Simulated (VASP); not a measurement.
# AgB2 in VASP: a series of runs

Runs on AgB2. Level: PBEsol. Tasks: electric field gradients.

All numbers are computed with VASP 6.6.1; they aren't measurements. Logs are shortened: lines on timing, memory, paths and dates and some standing lists are left out, and cuts for length are marked.

## (1) The cell of the first run

The typed cell holds 3 atoms: a = 3.000 Å, b = 3.013 Å, c = 3.240 Å, α = 90.21°, β = 90.57°, γ = 120.43°.

## (2) Electric field gradients, PBEsol (equal xy, yz and zx shear strains of -1 %)

INCAR reads:

```
ALGO = Normal
EDIFF = 1E-8
ENCUT = 520
GGA = PS
ISIF = 2
ISMEAR = -1
LASPH = T
LCHARG = F
LEFG = T
LREAL = F
LWAVE = F
NBANDS = 16
NELM = 60
PREC = Accurate
SIGMA = 0.05
```

KPOINTS reads:

```
k-points
0
Gamma
  16 16 13
```

POSCAR reads:

```
AgB2
1.0
    3.0000016405     -0.0150000082     -0.0150000082
   -1.5129912085      2.6055776362     -0.0054903841
   -0.0162000000     -0.0162000000      3.2400000000
Ag B
1 2
Direct
    0.0000000000      0.0000000000      0.0000000000
    0.3333333333      0.6666666667      0.5000000000
    0.6666666667      0.3333333333      0.5000000000
```

Potentials or basis: VASP PAW PBE potentials, release 64 (Ag, B).

Command:

```bash
$ cat potpaw_PBE.64/Ag/POTCAR potpaw_PBE.64/B/POTCAR > POTCAR
$ mpirun -np 1 vasp_std > vasp.out
```

OUTCAR:

```text
EDIFF = 1E-8
   ENCUT = 520
   GGA = PS
   ISIF = 2
   ISMEAR = -1
   LASPH = T
   LREAL = F
   NELM = 60
   PREC = Accurate

 ion  position               nearest neighbor table
   1  0.000  0.000  0.000-   3 2.35   2 2.35   3 2.36   2 2.36   2 2.37   3 2.37   2 2.38   3 2.38
                             2 2.38   3 2.38   3 2.38   2 2.38
   2  0.333  0.667  0.500-   3 1.72   3 1.73   3 1.74   1 2.35   1 2.36   1 2.37   1 2.38   1 2.38
                             1 2.38
   3  0.667  0.333  0.500-   2 1.72   2 1.73   2 1.74   1 2.35   1 2.36   1 2.37   1 2.38   1 2.38
                             1 2.38

  LATTYP: Found a triclinic cell.
 ALAT       =     5.1962851665
 B/A-ratio  =     0.5798385326
 C/A-ratio  =     0.6235379497
 COS(alpha) =     0.0036352537
 COS(beta)  =     0.0099745013
 COS(gamma) =     0.8672748744

  Lattice vectors:

 A1 = (   0.0259807765,  -5.1961552642,   0.0259807764)
 A2 = (   1.5129912085,  -2.6055776362,   0.0054903841)
 A3 = (  -0.0162000000,  -0.0162000000,   3.2400000000)

Analysis of symmetry for initial positions (statically):
=====================================================================
 Subroutine PRICEL returns:
 Original cell was already a primitive cell.

 Routine SETGRP: Setting up the symmetry group for a
 triclinic supercell.

 Subroutine GETGRP returns: Found  2 space group operations
 (whereof  2 operations were pure point group operations)
 out of a pool of  2 trial point group operations.

The static configuration has the point symmetry S_2 .

Analysis of symmetry for dynamics (positions and initial velocities):
=====================================================================
 Subroutine PRICEL returns:
 Original cell was already a primitive cell.

 Routine SETGRP: Setting up the symmetry group for a
 triclinic supercell.

 Subroutine GETGRP returns: Found  2 space group operations
 (whereof  2 operations were pure point group operations)
 out of a pool of  2 trial point group operations.

The dynamic configuration has the point symmetry S_2 .

 Subroutine INISYM returns: Found  2 space group operations
 (whereof  2 operations are pure point group operations),
 and found     1 'primitive' translations

----------------------------------------------------------------------------------------

                                     Primitive cell

  volume of cell :      25.2514

  direct lattice vectors                    reciprocal lattice vectors
     3.000001640 -0.015000008 -0.015000008     0.334317036  0.194134781  0.002642259
    -1.512991208  2.605577636 -0.005490384     0.001934268  0.384919312  0.001934268
    -0.016200000 -0.016200000  3.240000000     0.001551043  0.001551043  0.308657486

  length of vectors
     3.000076640  3.013006366  3.240080999     0.386604676  0.384929031  0.308665280

  position of ions in fractional coordinates (direct lattice)
     0.000000000  0.000000000  0.000000000
     0.333333333  0.666666667  0.500000000
     0.666666667  0.333333333  0.500000000

  ion indices of the primitive-cell ions
   primitive index   ion index
                 1           1
                 2           2
                 3           3

----------------------------------------------------------------------------------------

 KPOINTS: k-points

Automatic generation of k-mesh.
 Grid dimensions read from file:
 generate k-points for:   16   16   13

 Generating k-lattice:

  Cartesian coordinates                     Fractional coordinates (reciprocal lattice)
     0.020894815  0.012133424  0.000165141     0.062500000 -0.000000000  0.000000000
     0.000120892  0.024057457  0.000120892     0.000000000  0.062500000  0.000000000
     0.000119311  0.000119311  0.023742884     0.000000000  0.000000000  0.076923077

  Length of vectors
     0.024162792  0.024058064  0.023743483

  Shift w.r.t. Gamma in fractional coordinates (k-lattice)
     0.000000000  0.000000000  0.000000000

 Subroutine IBZKPT returns following result:
 ===========================================

 Found   1666 irreducible k-points:

 Following reciprocal coordinates:
            Coordinates               Weight
  0.000000  0.000000  0.000000      1.000000
  0.062500 -0.000000 -0.000000      2.000000
  0.125000 -0.000000 -0.000000      2.000000
  0.187500 -0.000000  0.000000      2.000000
  0.250000 -0.000000 -0.000000      2.000000
  0.312500 -0.000000  0.000000      2.000000
[... 16 lines left out ...]
 -0.187500  0.062500  0.000000      2.000000
 -0.125000  0.062500  0.000000      2.000000
 [... further k-points ...]
   k-points           NKPTS =   1666   k-points in BZ     NKDIM =   1666   number of bands    NBANDS=     16
   number of dos      NEDOS =    301   number of ions     NIONS =      3
   total plane-waves  NPLWV =  13824
   dimension x,y,z NGX =    24 NGY =   24 NGZ =   24
   dimension x,y,z NGXF=    48 NGYF=   48 NGZF=   48
   ions per type =               1   2
   NGX,Y,Z   is equivalent  to a cutoff of  13.30, 13.24, 12.31 a.u.
   NGXF,Y,Z  is equivalent  to a cutoff of  26.60, 26.48, 24.63 a.u.
 SYSTEM =  unknown system
   PREC   = accura    normal or accurate (medium, high low for compatibility)
   ISTART =      0    job   : 0-new  1-cont  2-samecut
   ICHARG =      2    charge: 1-file 2-atom 10-const
   ISPIN  =      1    spin polarized calculation?
   LNONCOLLINEAR =      F non collinear calculations
   LSORBIT =      F    spin-orbit coupling
   LASPH  =      T    aspherical Exc in radial PAW
   ENCUT  =  520.0 eV  38.22 Ry    6.18 a.u.   5.58  5.60  6.02*2*pi/ulx,y,z
   NELM   =     60;   NELMIN=  2; NELMDL= -5     # of ELM steps
   EDIFF  = 0.1E-07   stopping-criterion for ELM
   LREAL  =      F    real-space projection
   EDIFFG = 0.1E-06   stopping-criterion for IOM
   NSW    =      0    number of steps for IOM
   IBRION =     -1    ionic relax: 0-MD 1-quasi-New 2-CG
   NFREE  =      0    steps in history (QN), initial steepest desc. (CG)
   ISIF   =      2    stress and relaxation
   ISYM   =      2    0-nonsym 1-usesym 2-fastsym
   POTIM  = 0.5000    time-step for ionic-motion
   TEBEG  =    0.0;   TEEND  =   0.0 temperature during run
   PSTRESS=    0.0 pullay stress
   NELECT =      17.0000    total number of electrons
   NUPDOWN=      -1.0000    fix difference up-down
   EMIN   =  10.00;   EMAX   =-10.00  energy-range for DOS
   EFERMI =   0.00;   METHOD = LEGACY
   ISMEAR =    -1;   SIGMA  =   0.05  broadening in eV -4-tet -1-fermi 0-gaus
   EFERMI_NEDOS =   21; number of points for ismear=-14 and -15
   IALGO  =     38    algorithm
   IMIX   =      4    mixing-type and parameters
     AMIX     =   0.40;   BMIX     =  1.00
     AMIX_MAG =   1.60;   BMIX_MAG =  1.00
  volume/ion in A,a.u.               =       8.42        56.80
  Fermi-wavevector in a.u.,A,eV,Ry     =   1.434815  2.711407 28.010223  2.058693
  Thomas-Fermi vector in A             =   2.554182
   LORBIT       =      0    0 simple, 1 ext, 2 COOP (PROOUT), +10 PAW based schemes
   GGA     = PS    functional components
   LHFCALC =     F    Hartree Fock is set to
   AEXX    =    0.0000 exact exchange contribution
   IVDW    =     0    specifies the selected vdW correction
   LEPSILON=     F    determine dielectric tensor
   LRPA    =     F    only Hartree local field effects (RPA)
 non-spin polarized calculation
  energy-cutoff  :      520.00
  volume of cell :       25.25
 maximum number of plane-waves:       700
   NGX = 11   NGY = 11   NGZ = 13

 number of electron      16.9999993 magnetization

 Free energy of the ion-electron system (eV)
  ---------------------------------------------------
  ext. energy  EPLUGINS =         0.00000000
  ---------------------------------------------------
  free energy    TOTEN  =       -14.81216239 eV

  energy without entropy =      -14.80033632  energy(sigma->0) =      -14.80624935

 E-fermi :  10.6588     XC(G=0): -13.4263

 val. band max:       10.6579198344   @ k =  -0.2500  -0.1250   0.1538
 cond. band min:      10.6601763602   @ k =   0.3125  -0.3750   0.1538
 fundamental gap:      0.0022565259
 Fermi energy:        10.6588035051

 k-point     1 :       0.0000    0.0000    0.0000
  band No.  band energies     occupation
      1      -3.7792      2.00000
      2       3.4489      2.00000
      3       3.9493      2.00000
      4       4.0312      2.00000
      5       5.5534      2.00000
      6       5.5551      2.00000
[... 8 lines left out ...]
     15      27.3553      0.00000
     16      29.5000      0.00000

 k-point     2 :       0.0625   -0.0000   -0.0000
  band No.  band energies     occupation
      1      -3.7023      2.00000
      2       3.4848      2.00000
      3       3.9512      2.00000
      4       4.0137      2.00000
      5       5.3122      2.00000
      6       5.5415      2.00000
[... 8 lines left out ...]
     15      27.5353      0.00000
     16      29.5735      0.00000

 k-point     3 :       0.1250   -0.0000   -0.0000
  band No.  band energies     occupation
      1      -3.4735      2.00000
      2       3.5796      2.00000
      3       3.7678      2.00000
      4       4.1603      2.00000
      5       4.8490      2.00000
      6       5.5070      2.00000
[... 8 lines left out ...]
     15      28.0151      0.00000
     16      29.7604      0.00000

 k-point     4 :       0.1875   -0.0000    0.0000
  band No.  band energies     occupation
      1      -3.0994      2.00000
      2       3.4645      2.00000
      3       3.7146      2.00000
      4       4.3865      2.00000
      5       4.4090      2.00000
      6       5.4560      2.00000
[... 8 lines left out ...]
     15      28.4557      0.00000
     16      30.0276      0.00000
[... 324 lines left out ...]
 k-point    22 :      -0.2500    0.0625    0.0000
  band No.  band energies     occupation
      1      -2.8092      2.00000
      2       3.2566      2.00000
      3       3.7732      2.00000
      4       4.1628      2.00000
      5       4.5884      2.00000
      6       5.3955      2.00000
[... 8 lines left out ...]
     15      28.2267      0.00000
     16      28.9930      0.00000

 k-point    23 :      -0.1875    0.0625    0.0000
  band No.  band energies     occupation
      1      -3.2505      2.00000
      2       3.5700      2.00000
      3       3.6653      2.00000
      4       4.3209      2.00000
      5       4.5593      2.00000
      6       5.4639      2.00000
[... 8 lines left out ...]
     15      28.2964      0.00000
     16      29.5819      0.00000

 k-point    24 :      -0.1250    0.0625    0.0000
  band No.  band energies     occupation
      1      -3.5514      2.00000
      2       3.5490      2.00000
      3       3.7939      2.00000
      4       4.1456      2.00000
      5       4.9832      2.00000
      6       5.5168      2.00000
[... 8 lines left out ...]
     15      27.8342      0.00000
     16      29.6974      0.00000

 [... further k-points ...]

------------------------ aborting loop because EDIFF is reached ----------------------------------------

  FORCE on cell =-STRESS in cart. coord.  units (eV):
  Direction    XX          YY          ZZ          XY          YZ          ZX
  --------------------------------------------------------------------------------------
  -------------------------------------------------------------------------------------
  Total        5.7676069      5.7593499     10.6712202      0.2147568      0.0055053      0.0056318
  in kB      365.9487668    365.4248686    677.0780263     13.6260993      0.3493075      0.3573319
  external PRESSURE =     469.4838872 kB  Pullay stress =       0.0000000 kB

 VOLUME and BASIS-vectors are now :
 -----------------------------------------------------------------------------
  energy-cutoff  :      520.00
  volume of cell :       25.25
      direct lattice vectors                 reciprocal lattice vectors
     3.000001640 -0.015000008 -0.015000008     0.334317036  0.194134781  0.002642259
    -1.512991208  2.605577636 -0.005490384     0.001934268  0.384919312  0.001934268
    -0.016200000 -0.016200000  3.240000000     0.001551043  0.001551043  0.308657486

 POSITION                                       TOTAL-FORCE (eV/Angst)
 -----------------------------------------------------------------------------------
      0.00000      0.00000      0.00000        -0.000000     -0.000000      0.000000
     -0.01676      1.72395      1.61134         0.068954     -0.000409     -0.002454
      1.48757      0.85043      1.60817        -0.068954      0.000409      0.002454
 -----------------------------------------------------------------------------------
    total drift:                               -0.000000      0.000000      0.000000

  FREE ENERGIE OF THE ION-ELECTRON SYSTEM (eV)
  ---------------------------------------------------
  free  energy   TOTEN  =       -14.8121623873 eV

  energy  without entropy=      -14.8003363193  energy(sigma->0) =      -14.80624935

 Electric field gradients (V/A^2)
---------------------------------------------------------------------
 ion       V_xx      V_yy      V_zz      V_xy      V_xz      V_yz
---------------------------------------------------------------------
   1      36.281    36.364   -72.645    -1.462    -5.600    -5.593
   2     -14.864   -14.840    29.704    -0.276     0.047     0.047
   3     -14.864   -14.840    29.704    -0.276     0.047     0.047
---------------------------------------------------------------------

 Electric field gradients after diagonalization (V/A^2)
 (convention: |V_zz| > |V_xx| > |V_yy|)
----------------------------------------------------------------------
 ion       V_xx      V_yy      V_zz     asymmetry (V_yy - V_xx)/ V_zz
----------------------------------------------------------------------
   1      37.785    35.440   -73.225       0.032
   2     -15.129   -14.575    29.704       0.019
   3     -15.129   -14.575    29.704       0.019
----------------------------------------------------------------------

           NMR quadrupolar parameters

 Cq : quadrupolar parameter    Cq=e*Q*V_zz/h
 eta: asymmetry parameters     (V_yy - V_xx)/ V_zz
 Q  : nuclear electric quadrupole moment in mb (millibarn)
----------------------------------------------------------------------
 ion       Cq(MHz)       eta       Q (mb)
----------------------------------------------------------------------
   1      -0.177       0.032       1.000
   2       0.072       0.019       1.000
   3       0.072       0.019       1.000
----------------------------------------------------------------------
```

Wall time 2.8 min (1 thread of Intel Xeon 6975P-C (Granite Rapids), shared host); peak memory 0.71 GiB.

What came out:

```
Free energy                             : -14.8122 eV
Pressure                                : 46.9 GPa
Largest force                           : 0.069 eV/Å
Band gap on the k mesh                  : zero (an odd number of electrons rules out a gap without spin polarisation)
Largest electric field gradient by atom : Ag -73.2; B +29.7 V/Å²
```

Forces on the atoms (eV/Å):
```
Ag   0.000  0.000  0.000
B    0.069  0.000 -0.002
B   -0.069  0.000  0.002
```

Stress tensor (GPa, compression positive):
```
36.59  1.36  0.04
 1.36 36.54  0.03
 0.04  0.03 67.71
```

Electric field gradients, principal values (V/Å²):
```tsv
atom	least	middle	greatest (by size)
1 Ag	35.440	37.785	-73.225
2 B	-14.575	-15.129	29.704
3 B	-14.575	-15.129	29.704
```

Caveat: the cell differs from its parent crystal (equal xy, yz and zx shear strains of -1 %); the stress differs along the axes, from 37 to 68 GPa; without QUAD_EFG the Cq values of the log hold for a quadrupole moment of 1 mb, not for the nuclei; the PAW data sets were made with another functional, which shifts forces and pressure a little.

(Continued in part 2 of 2.)
